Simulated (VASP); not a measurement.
# CoO (R-3m) in VASP: settings compared

CoO is run at these levels: PBE, LDA, PBEsol; tasks: single point, relaxation of cell and atoms.

Everything below comes from runs of VASP 6.6.1. Logs are shortened: lines on timing, memory, paths and dates and some standing lists are left out, and cuts for length are marked.

## Step 1: The cell of the first run

It takes space group R-3m (No. 166, trigonal). Conventional cell: a = 3.011 Å, b = 3.011 Å, c = 7.320 Å, α = 90.00°, β = 90.00°, γ = 120.00°. Within 2.8 Å of Co (site symmetry -3m) lie 6 O at 2.12 Å. Within 2.8 Å of O (site symmetry -3m) lie 6 Co at 2.12 Å.

## Step 2: Single point, PBE, collinear spin, ferromagnetic start

Input file INCAR:

```
ALGO = Normal ; EDIFF = 1E-6
ENCUT = 520 ; GGA = PE
ISIF = 2 ; ISMEAR = 0
ISPIN = 2 ; LASPH = T
LCHARG = T ; LELF = T
LMAXMIX = 4 ; LORBIT = 11
LREAL = F ; LVHAR = T
LWAVE = F ; MAGMOM = 2 0
NBANDS = 18 ; NELM = 150
PREC = Accurate ; SIGMA = 0.011
```

Input file KPOINTS:

```
k-points
0
Gamma
  11 11 11
```

Input file POSCAR:

```
CoO
1.0
    1.5054695445      0.8691832468      2.4399269062
   -1.5054695445      0.8691832468      2.4399269062
    0.0000000000     -1.7383664936      2.4399269062
Co O
1 1
Direct
    0.0000000000      0.0000000000      0.0000000000
    0.5000000000      0.5000000000      0.5000000000
```

Potentials or basis: VASP PAW PBE potentials, release 64 (Co, O).

The run is started by

```bash
> cat potpaw_PBE.64/Co/POTCAR potpaw_PBE.64/O/POTCAR > POTCAR
> mpirun -np 1 vasp_std > vasp.out
```

OUTCAR:

```text
EDIFF = 1E-6
   ENCUT = 520
   GGA = PE
   ISIF = 2
   ISMEAR = 0
   ISPIN = 2
   LASPH = T
   LORBIT = 11
   LREAL = F
   NELM = 150
   PREC = Accurate

 ion  position               nearest neighbor table
   1  0.000  0.000  0.000-   2 2.12   2 2.12   2 2.12   2 2.12   2 2.12   2 2.12
   2  0.500  0.500  0.500-   1 2.12   1 2.12   1 2.12   1 2.12   1 2.12   1 2.12

  LATTYP: Found a trigonal (rhomboedric) cell.
 ALAT       =     2.9958573687
 COS(alpha) =     0.4949531368

  Lattice vectors:

 A1 = (   1.5054695445,   0.8691832468,   2.4399269062)
 A2 = (  -1.5054695445,   0.8691832468,   2.4399269062)
 A3 = (   0.0000000000,  -1.7383664936,   2.4399269062)

Analysis of symmetry for initial positions (statically):
=====================================================================
 Subroutine PRICEL returns:
 Original cell was already a primitive cell.

 Routine SETGRP: Setting up the symmetry group for a
 trigonal (rhombohedral) supercell.

 Subroutine GETGRP returns: Found 12 space group operations
 (whereof 12 operations were pure point group operations)
 out of a pool of 12 trial point group operations.

The static configuration has the point symmetry D_3d.

Analysis of symmetry for dynamics (positions and initial velocities):
=====================================================================
 Subroutine PRICEL returns:
 Original cell was already a primitive cell.

 Routine SETGRP: Setting up the symmetry group for a
 trigonal (rhombohedral) supercell.

 Subroutine GETGRP returns: Found 12 space group operations
 (whereof 12 operations were pure point group operations)
 out of a pool of 12 trial point group operations.

The dynamic configuration has the point symmetry D_3d.

Analysis of structural, dynamic, and magnetic symmetry:
=====================================================================
 Subroutine PRICEL returns:
 Original cell was already a primitive cell.

 Routine SETGRP: Setting up the symmetry group for a
 trigonal (rhombohedral) supercell.

 Subroutine GETGRP returns: Found 12 space group operations
 (whereof 12 operations were pure point group operations)
 out of a pool of 12 trial point group operations.

The overall configuration has the point symmetry D_3d.

 Subroutine INISYM returns: Found 12 space group operations
 (whereof 12 operations are pure point group operations),
 and found     1 'primitive' translations

----------------------------------------------------------------------------------------

                                     Primitive cell

  volume of cell :      19.1563

  direct lattice vectors                    reciprocal lattice vectors
     1.505469544  0.869183247  2.439926906     0.332122295  0.191750896  0.136616114
    -1.505469544  0.869183247  2.439926906    -0.332122295  0.191750896  0.136616114
     0.000000000 -1.738366494  2.439926906     0.000000000 -0.383501793  0.136616114

  length of vectors
     2.995857369  2.995857369  2.995857369     0.407108816  0.407108816  0.407108816

  position of ions in fractional coordinates (direct lattice)
     0.000000000  0.000000000  0.000000000
     0.500000000  0.500000000  0.500000000

  ion indices of the primitive-cell ions
   primitive index   ion index
                 1           1
                 2           2

----------------------------------------------------------------------------------------

 KPOINTS: k-points

Automatic generation of k-mesh.
 Grid dimensions read from file:
 generate k-points for:   11   11   11

 Generating k-lattice:

  Cartesian coordinates                     Fractional coordinates (reciprocal lattice)
     0.030192936  0.017431900  0.012419647     0.090909091  0.000000000  0.000000000
    -0.030192936  0.017431900  0.012419647     0.000000000  0.090909091  0.000000000
     0.000000000 -0.034863799  0.012419647     0.000000000  0.000000000  0.090909091

  Length of vectors
     0.037009892  0.037009892  0.037009892

  Shift w.r.t. Gamma in fractional coordinates (k-lattice)
     0.000000000  0.000000000  0.000000000

 Subroutine IBZKPT returns following result:
 ===========================================

 Found    146 irreducible k-points:

 Following reciprocal coordinates:
            Coordinates               Weight
  0.000000  0.000000  0.000000      1.000000
  0.090909  0.000000  0.000000      6.000000
  0.181818  0.000000  0.000000      6.000000
  0.272727 -0.000000  0.000000      6.000000
  0.363636 -0.000000 -0.000000      6.000000
  0.454545  0.000000 -0.000000      6.000000
[... 16 lines left out ...]
 -0.272727  0.181818  0.000000     12.000000
 -0.181818  0.181818  0.000000      6.000000
 [... further k-points ...]
   k-points           NKPTS =    146   k-points in BZ     NKDIM =    146   number of bands    NBANDS=     18
   number of dos      NEDOS =    301   number of ions     NIONS =      2
   total plane-waves  NPLWV =  13824
   dimension x,y,z NGX =    24 NGY =   24 NGZ =   24
   dimension x,y,z NGXF=    48 NGYF=   48 NGZF=   48
   ions per type =               1   1
   NGX,Y,Z   is equivalent  to a cutoff of  13.32, 13.32, 13.32 a.u.
   NGXF,Y,Z  is equivalent  to a cutoff of  26.64, 26.64, 26.64 a.u.
 SYSTEM =  unknown system
   PREC   = accura    normal or accurate (medium, high low for compatibility)
   ISTART =      0    job   : 0-new  1-cont  2-samecut
   ICHARG =      2    charge: 1-file 2-atom 10-const
   ISPIN  =      2    spin polarized calculation?
   LNONCOLLINEAR =      F non collinear calculations
   LSORBIT =      F    spin-orbit coupling
   LASPH  =      T    aspherical Exc in radial PAW
   ENCUT  =  520.0 eV  38.22 Ry    6.18 a.u.   5.57  5.57  5.57*2*pi/ulx,y,z
   NELM   =    150;   NELMIN=  2; NELMDL= -5     # of ELM steps
   EDIFF  = 0.1E-05   stopping-criterion for ELM
   LREAL  =      F    real-space projection
   EDIFFG = 0.1E-04   stopping-criterion for IOM
   NSW    =      0    number of steps for IOM
   IBRION =     -1    ionic relax: 0-MD 1-quasi-New 2-CG
   NFREE  =      0    steps in history (QN), initial steepest desc. (CG)
   ISIF   =      2    stress and relaxation
   ISYM   =      2    0-nonsym 1-usesym 2-fastsym
   POTIM  = 0.5000    time-step for ionic-motion
   TEBEG  =    0.0;   TEEND  =   0.0 temperature during run
   PSTRESS=    0.0 pullay stress
   NELECT =      15.0000    total number of electrons
   NUPDOWN=      -1.0000    fix difference up-down
   EMIN   =  10.00;   EMAX   =-10.00  energy-range for DOS
   EFERMI =   0.00;   METHOD = LEGACY
   ISMEAR =     0;   SIGMA  =   0.01  broadening in eV -4-tet -1-fermi 0-gaus
   EFERMI_NEDOS =   21; number of points for ismear=-14 and -15
   IALGO  =     38    algorithm
   IMIX   =      4    mixing-type and parameters
     AMIX     =   0.40;   BMIX     =  1.00
     AMIX_MAG =   1.60;   BMIX_MAG =  1.00
  volume/ion in A,a.u.               =       9.58        64.64
  Fermi-wavevector in a.u.,A,eV,Ry     =   1.508927  2.851458 30.978555  2.276860
  Thomas-Fermi vector in A             =   2.619316
   LORBIT       =     11    0 simple, 1 ext, 2 COOP (PROOUT), +10 PAW based schemes
   GGA     = PE    functional components
   LHFCALC =     F    Hartree Fock is set to
   AEXX    =    0.0000 exact exchange contribution
   IVDW    =     0    specifies the selected vdW correction
   LEPSILON=     F    determine dielectric tensor
   LRPA    =     F    only Hartree local field effects (RPA)
 spin polarized calculation
 Gauss-broadening in eV      SIGMA  =   0.01
  energy-cutoff  :      520.00
  volume of cell :       19.16
 maximum number of plane-waves:       532
   NGX = 11   NGY = 11   NGZ = 11

 number of electron      15.0000005 magnetization       2.8904541

 Free energy of the ion-electron system (eV)
  ---------------------------------------------------
  ext. energy  EPLUGINS =         0.00000000
  ---------------------------------------------------
  free energy    TOTEN  =       -13.04745445 eV

  energy without entropy =      -13.04720631  energy(sigma->0) =      -13.04733038

 E-fermi :   8.0451     XC(G=0): -12.4587

 val. band max:        8.0446473394   @ k =   0.4545   0.2727   0.2727
 cond. band min:       8.0450939762   @ k =   0.4545   0.2727   0.0909
 fundamental gap:      0.0004466368
 Fermi energy:         8.0450670750

 spin component 1

 k-point     1 :       0.0000    0.0000    0.0000
  band No.  band energies     occupation
      1     -12.2436      1.00000
      2       4.7683      1.00000
      3       4.7683      1.00000
      4       4.8559      1.00000
      5       4.8559      1.00000
      6       4.9065      1.00000
[... 10 lines left out ...]
     17      29.7523      0.00000
     18      33.0783      0.00000
[... 463 lines left out ...]
 k-point    24 :      -0.1818    0.1818    0.0000
  band No.  band energies     occupation
      1     -11.4958      1.00000
      2       1.3486      1.00000
      3       2.4282      1.00000
      4       3.0123      1.00000
      5       5.3038      1.00000
      6       5.3259      1.00000
[... 10 lines left out ...]
     17      35.8584      0.00000
     18      37.6558      0.00000

 [... further k-points ...]

 spin component 2

 k-point     1 :       0.0000    0.0000    0.0000
  band No.  band energies     occupation
      1     -11.7457      1.00000
      2       5.4111      1.00000
      3       5.4111      1.00000
      4       5.4651      1.00000
      5       6.9135      1.00000
      6       6.9135      1.00000
[... 10 lines left out ...]
     17      30.7052      0.00000
     18      33.8930      0.00000
[... 463 lines left out ...]
 k-point    24 :      -0.1818    0.1818    0.0000
  band No.  band energies     occupation
      1     -10.9737      1.00000
      2       2.0831      1.00000
      3       3.8153      1.00000
      4       3.8540      1.00000
      5       7.3160      1.00000
      6       7.7792      1.00000
[... 10 lines left out ...]
     17      36.4572      0.00000
     18      38.2595      0.00000

 [... further k-points ...]
[... 5 lines left out ...]
  --------------------------------------------------------------------------------------
  -------------------------------------------------------------------------------------
  Total       -0.0366070     -0.0366070     -0.1427865      0.0000000      0.0000000     -0.0000000
  in kB       -3.0617041     -3.0617041    -11.9422527      0.0000000      0.0000000     -0.0000000
  external PRESSURE =      -6.0218870 kB  Pullay stress =       0.0000000 kB

 VOLUME and BASIS-vectors are now :
 -----------------------------------------------------------------------------
  energy-cutoff  :      520.00
  volume of cell :       19.16
      direct lattice vectors                 reciprocal lattice vectors
     1.505469544  0.869183247  2.439926906     0.332122295  0.191750896  0.136616114
    -1.505469544  0.869183247  2.439926906    -0.332122295  0.191750896  0.136616114
     0.000000000 -1.738366494  2.439926906     0.000000000 -0.383501793  0.136616114

 POSITION                                       TOTAL-FORCE (eV/Angst)
 -----------------------------------------------------------------------------------
      0.00000      0.00000      0.00000        -0.000000     -0.000000      0.000000
      0.00000      0.00000      3.65989         0.000000      0.000000     -0.000000
 -----------------------------------------------------------------------------------
    total drift:                               -0.000000      0.000000     -0.000000

  FREE ENERGIE OF THE ION-ELECTRON SYSTEM (eV)
  ---------------------------------------------------
  free  energy   TOTEN  =       -13.0474544453 eV

  energy  without entropy=      -13.0472063122  energy(sigma->0) =      -13.04733038

 total charge

# of ion       s       p       d       tot
------------------------------------------
    1        0.296   0.362   7.151   7.808
    2        1.556   3.427   0.000   4.983
--------------------------------------------------
tot          1.852   3.788   7.151  12.791

 magnetization (x)

# of ion       s       p       d       tot
------------------------------------------
    1        0.021   0.018   2.506   2.545
    2        0.029   0.267   0.000   0.296
--------------------------------------------------
tot          0.050   0.285   2.506   2.841
```

Wall time 67 s (1 thread of Intel Xeon 6975P-C, shared host); peak memory 0.21 GiB.

What came out:

| Quantity | Value |
| --- | --- |
| Free energy | -13.0475 eV |
| Pressure | -0.6 GPa |
| Net moment | 2.89 μB per cell |
| Site moments | Co +2.54; O +0.30 μB |
| Valence electrons inside the program's atomic spheres | Co 7.81; O 4.98 |

Stress tensor (GPa, compression positive):
```
-0.31  0.00  0.00
 0.00 -0.31  0.00
 0.00  0.00 -1.19
```

Levels at points of the mesh, in eV from the Fermi level:
Spin up:
```tsv
k point	band 5	band 6	band 7	band 8	band 9	band 10	band 11	band 12	band 13	band 14
(0.00, 0.00, 0.00)	-3.19	-3.14	-3.11	-3.11	-3.03	1.03	16.87	18.12	18.12	18.34
```
Spin down:
| k point | band 3 | band 4 | band 5 | band 6 | band 7 | band 8 | band 9 | band 10 |
| --- | --- | --- | --- | --- | --- | --- | --- | --- |
| (0.00, 0.00, 0.00) | -2.63 | -2.58 | -1.13 | -1.13 | -1.13 | 0.04 | 0.04 | 1.57 |

Caveat: a cell with one magnetic atom can't hold antiferromagnetic order, which such compounds often take; semilocal functionals often make such compounds metallic where correlation or magnetic order opens a gap, which also shifts bond lengths.

(Part 1 of 2 ends here.)
